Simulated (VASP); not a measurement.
A run of VASP 6.6.1 is set up as follows.

The input INCAR:

```
SYSTEM = Sn
PREC = Accurate ; ENCUT = 520
EDIFF = 1E-6 ; ISMEAR = 0
SIGMA = 0.15 ; LREAL = .FALSE.
LASPH = .TRUE. ; NELM = 100
ALGO = Fast ; ISIF = 2
LWAVE = .FALSE. ; LCHARG = .FALSE.
GGA = PS ; NBANDS = 21
```

The input KPOINTS:

```
Automatic mesh
0
G
  10 10 10
  0 0 0
```

Contents of POSCAR:

```
Sn
1.0
    0.0876039628      3.2417115343      3.3280829434
    3.1053023067      0.0498829364      3.3658039698
    3.2310483523      3.4051786063     -0.0758631091
Sn
2
Direct
    0.5079547999      0.5031301302      0.4907649369
    0.7420452001      0.7468698698      0.7592350631
```

Potentials or basis: VASP PAW PBE potentials, release 64 (Sn_d).

The run is started by

```sh
$ cat potpaw_PBE.64/Sn_d/POTCAR > POTCAR
$ mpirun -np 1 vasp_std > vasp.out
```

**Question.** What does it give for the band gap on the k mesh?

**Answer.** Zero (bands 14 and 15 overlap by 0.88 eV).

**Question.** Estimate the largest force.

**Answer.** 0.006 eV/Å.

**Question.** What does it give for the pressure?

**Answer.** 0.1 GPa.

Forces on the atoms (eV/Å):
```
Sn   0.001  0.003 -0.006
Sn  -0.001 -0.003  0.006
```

Caveat: the PAW data sets were made with another functional, which shifts forces and pressure a little; spin-orbit coupling is left out, which moves the levels of the heavy elements.
